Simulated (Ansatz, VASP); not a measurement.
One calculation of BN, two programs

Contents of INCAR:

```
SYSTEM = BN
PREC = Accurate
ENCUT = 600
EDIFF = 1E-7
ISMEAR = 0
SIGMA = 0.02
LREAL = .FALSE.
LASPH = .TRUE.
NELM = 120
ALGO = Normal
ISIF = 3
LWAVE = .FALSE.
LCHARG = .FALSE.
GGA = RP
IBRION = 2
NSW = 100
EDIFFG = -0.002
GGA_COMPAT = .FALSE.
NELMIN = 4
```

KPOINTS

```
regular mesh
0
G
  12 12 12
  0 0 0
```

File POSCAR:

```
BN
1.0
    0.0000000000      1.8130010000      1.8130010000
    1.8130010000      0.0000000000      1.8130010000
    1.8130010000      1.8130010000      0.0000000000
B N
1 1
Direct
    0.0000000000      0.0000000000      0.0000000000
    0.2500000000      0.2500000000      0.2500000000
```

Input for Ansatz:

```yaml
crystal:
  lattice:
    - [0.0, 1.813001, 1.813001]
    - [1.813001, 0.0, 1.813001]
    - [1.813001, 1.813001, 0.0]
  atoms:
    - { symbol: B, position: [0.0, 0.0, 0.0] }
    - { symbol: "N", position: [0.25, 0.25, 0.25] }
basis:
  ecutwfc: 420
kpoints:
  mp_grid: { grid: [12, 12, 12] }
hamiltonian:
  xc: rpbe
  pseudopotentials: { kind: paw, azcp: { folder: soft_1 } }
scf:
  occupations: { method: gaussian, width: 0.02 }
output:
  forces: true
  stress: true
  eigenvalues: true
  write_density: true
  write_potential: true
  elf: true
  volumetric_format: npy
relax:
  adjacent_minimum: "off"
  f_tol: 0.002
  max_steps: 80
  cell: { stress_tol: 0.02 }
```

Alike in both runs: task relaxation of cell and atoms; functional RPBE; k mesh 12 × 12 × 12; occupations gaussian, width 0.02 eV; no spin polarisation.

|  | VASP | Ansatz |
| --- | --- | --- |
| version | VASP 6.6.1 | Ansatz 0.2.0 |
| potentials or method | VASP PAW PBE potentials, release 64 (B, N), cutoff 600 eV | scalar-relativistic, plane waves, PAW |
| valence electrons in the cell | 8 | 8 |

VASP gave:

* gap on the k mesh at the Fermi level, each at its own relaxed structure (eV): 4.47
* relaxed volume (Å³/atom): 6.05
* relaxed length of the cell vector where the two differ most in proportion (Å): 2.577

Estimate Ansatz's values.

gap on the k mesh at the Fermi level, each at its own relaxed structure (eV): 4.48; relaxed volume (Å³/atom): 6.04; relaxed length of the cell vector where the two differ most in proportion (Å): 2.576.

VASP's potentials were made for PBE, not for RPBE.
